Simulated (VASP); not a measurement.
WS2: single point with PBE+D3(BJ)

The system is WS2, a slab with vacuum.

```
S W
1.0
     3.15955    0.00000    0.00000
    -1.57977    2.73625    0.00000
     0.00000    0.00000   23.80426
S W
4 2
Direct
  0.33333 0.66667 0.18904
  0.33333 0.66667 0.32146
  0.50000 0.66667 0.45631
  0.50000 0.66667 0.58873
  0.66667 0.33333 0.25525
  0.16667 0.00000 0.52252
```

```
Program             : VASP 6.6.1
Task                : single point
Functional          : PBE
Dispersion          : D3(BJ)
Potentials or basis : VASP PAW PBE potentials, release 64 (S, W_sv)
Cutoff              : 520 eV
k mesh              : 9 × 9 × 1
Occupations         : gaussian, width 0.05 eV
Spin                : no spin polarisation
```

- Largest force: 0.165 eV/Å
- Band gap on the k mesh: 1.56 eV, indirect (least direct gap 1.91 eV)
- Dispersion energy per atom: -0.359 eV

Forces on the atoms (eV/Å):
```
S    0.001 -0.001  0.002
S   -0.053  0.001 -0.156
S    0.053 -0.001  0.156
S   -0.001  0.001 -0.002
W   -0.019  0.003  0.022
W    0.019 -0.003 -0.022
```

Levels at points of the mesh, in eV from the valence-band top:
| k point | band 24 | band 25 | band 26 | band 27 | band 28 | band 29 |
| --- | --- | --- | --- | --- | --- | --- |
| (0.00, 0.00, 0.00) | -1.89 | -0.68 | 0.00 | 2.56 | 2.58 | 2.61 |

Run time: 5.6 min on 1 thread of Intel(R) Xeon(R) Platinum 8488C (Sapphire Rapids) (shared host), peak memory 0.45 GiB.

Caveat: spin-orbit coupling is left out, which moves the levels of the heavy elements.
